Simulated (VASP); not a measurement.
A run of VASP 6.6.1 is set up as follows.

File INCAR:

```
  ALGO = Normal
  EDIFF = 1E-6
  ENCUT = 520
  GGA = PE
  ISIF = 2
  ISMEAR = 0
  ISYM = 0
  LASPH = T
  LCHARG = T
  LELF = T
  LREAL = F
  LVHAR = T
  LWAVE = F
  NBANDS = 49
  NELM = 80
  PREC = Accurate
  SIGMA = 0.1
```

File KPOINTS:

```
Automatic mesh
0
Gamma
  2 2 2
  0.5 0.5 0.5
```

Contents of POSCAR:

```
AlSi4NO8
1.0
    5.3832012986      0.5972174391     -0.0715696940
    0.6469656348      6.6822358969     -1.4600732628
   -0.1216844607     -1.4678134310      7.2919335485
Si O Al N
4 8 1 1
Direct
    0.2609384744      0.5302313734      0.3784967920
    0.5778284710      0.4356193897      0.0243786827
    0.1512198029      0.2013894195      0.0106042629
    0.4292104608      0.7291468697      0.7883133048
    0.2113220483      0.9383897906      0.9124994832
    0.5595489031      0.6181778606      0.9342391852
    0.0172830046      0.7176397285      0.3827735829
    0.3568085676      0.2945211779      0.9275864835
    0.1848539414      0.2921759730      0.2503815525
    0.8616810848      0.2848945528      0.9630098046
    0.6375948200      0.8041418043      0.6935876056
    0.3066985874      0.5492517651      0.6047439848
    0.7283368612      0.7059604304      0.4524977514
    0.5256317736      0.5545990098      0.2763573416
```

Potentials or basis: VASP PAW PBE potentials, release 64 (Si, O, Al, N).

The run is started by

```console
$ cat potpaw_PBE.64/Si/POTCAR potpaw_PBE.64/O/POTCAR potpaw_PBE.64/Al/POTCAR potpaw_PBE.64/N/POTCAR > POTCAR
$ mpirun -np 1 vasp_std > vasp.out
```

(1) Predict the band gap on the k mesh.

(2) Predict the largest force.

Results:

(1) 5.18 eV (least direct gap 5.21 eV).

(2) 0.061 eV/Å.

Caveat: the k points lie up to 0.59 Å⁻¹ apart.
